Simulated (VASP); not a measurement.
Input of a VASP 6.6.1 run:

File INCAR:

```
SYSTEM = As
  ALGO = Normal
  EDIFF = 1E-7
  EDIFFG = -0.01
  ENCUT = 600
  IBRION = 2
  ISIF = 3
  ISMEAR = 1
  LASPH = .True.
  LCHARG = .False.
  LREAL = .False.
  LWAVE = .False.
  NELM = 80
  NSW = 80
  PREC = Accurate
  SIGMA = 0.1
```

File KPOINTS:

```
k-points
0
Gamma
  6 6 6
  0 0 0
```

POSCAR

```
As
1.0
    0.0000000000      2.9941644478      2.9941644478
    2.9941644478      0.0000000000      2.9941644478
    2.9941644478      2.9941644478      0.0000000000
As
2
Direct
    0.0000000000      0.0000000000      0.0000000000
    0.2500000000      0.2500000000      0.2500000000
```

Potentials or basis: VASP PAW LDA potentials, release 64 (As).

Command:

```bash
$ cat potpaw_LDA.64/As/POTCAR > POTCAR
$ mpirun -np 1 vasp_std > vasp.out
```

Q: Predict the band gap on the k mesh.

A: Zero (band 5 reaches 3.81 eV, above the bottom of band 6 at 2.59 eV).

Q: Estimate the space group after relaxing (to 0.05 Å).

A: Fd-3m (No. 227).

Q: Estimate the relaxed cell.

A: a = 4.241 Å, b = 4.241 Å, c = 4.241 Å, α = 60.00°, β = 60.00°, γ = 60.00°.

Q: What does it give for the relaxed volume?

A: 26.97 Å³/atom.

The path:
| step | energy change (eV) | largest force (eV/Å) | pressure (GPa) | volume (Å³) |
| --- | --- | --- | --- | --- |
| 1 | 0.0000 | 0.0000 | 0.29 | 53.69 |
| 2 | -0.0002 | 0.0000 | -0.12 | 54.06 |
| 3 | -0.0002 | 0.0000 | 0.00 | 53.94 |
